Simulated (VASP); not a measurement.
Crystal: SrO.

```xyz
2
Lattice="0.0000 2.5139 2.5139 2.5139 0.0000 2.5139 2.5139 2.5139 0.0000" Properties=species:S:1:pos:R:3 pbc="T T T"
Sr    2.5139    2.5139    2.5139
O     0.0000    0.0000    0.0000
```

Base run:

| Property | Result |
| --- | --- |
| Program | VASP 6.6.1 |
| Functional | r2SCAN |
| Potentials or basis | VASP PAW PBE potentials, release 64 (Sr_sv, O) |
| Cutoff | 520 eV |
| k mesh | 9 × 9 × 9 |
| Occupations | fermi-dirac, width 0.05 eV |
| Spin | no spin polarisation |

Its results: band gap on the k mesh 3.76 eV, indirect (least direct gap 3.80 eV); pressure 9.4 GPa.

Problem. The run is repeated on the same cell with these changes: functional from r2SCAN to PBE. What comes out?

Solution. Band gap on the k mesh 3.28 eV, indirect (least direct gap 3.32 eV); pressure 11.1 GPa.

r2SCAN gives the wider gap, since meta-GGAs in the generalised Kohn-Sham scheme recover part of the derivative discontinuity.

Caveats: the PAW data sets were made with another functional, which shifts forces and pressure a little (some runs).

A k mesh can miss the band edges.
